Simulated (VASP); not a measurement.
A run of VASP 6.6.1 is set up as follows.

File POSCAR:

```
Mg
1.0
    0.0000000000      2.2442560000      2.2442560000
    2.2442560000      0.0000000000      2.2442560000
    2.2442560000      2.2442560000      0.0000000000
Mg
1
Direct
    0.0000000000      0.0000000000      0.0000000000
```

Contents of INCAR.step1:

```
SYSTEM = Mg
PREC = Accurate
ENCUT = 520
EDIFF = 1E-5
ISMEAR = 0
SIGMA = 0.025
LREAL = .False.
LASPH = .True.
NELM = 120
ALGO = Normal
ISIF = 2
LWAVE = .True.
LCHARG = .False.
NBANDS = 7
GGA = PE
GGA_COMPAT = .False.
```

The input INCAR.step2:

```
SYSTEM = Mg
PREC = Accurate
ENCUT = 520
EDIFF = 1E-6
ISMEAR = 0
SIGMA = 0.025
LREAL = .False.
LASPH = .True.
NELM = 120
ALGO = Normal
ISIF = 2
LWAVE = .False.
LCHARG = .False.
GGA = PE
LHFCALC = .True.
AEXX = 0.25
PRECFOCK = Normal
IVDW = 13
NBANDS = 7
ISTART = 1
GGA_COMPAT = .False.
```

The input KPOINTS:

```
regular mesh
0
Gamma
  7 7 7
  0 0 0
```

Potentials or basis: VASP PAW PBE potentials, release 64 (Mg).

Launch:

```sh
$ cat potpaw_PBE.64/Mg/POTCAR > POTCAR
$ cp INCAR.step1 INCAR
$ mpirun -np 1 vasp_std > vasp.out
$ cp INCAR.step2 INCAR
$ mpirun -np 1 vasp_std > vasp.out
```

(1) What does it give for the pressure?

(2) Estimate the band gap on the k mesh.

Answers

(1) -0.1 GPa.

(2) zero (bands 1 and 2 overlap by 3.02 eV).

Caveat: the PAW data sets were made with another functional, which shifts forces and pressure a little.
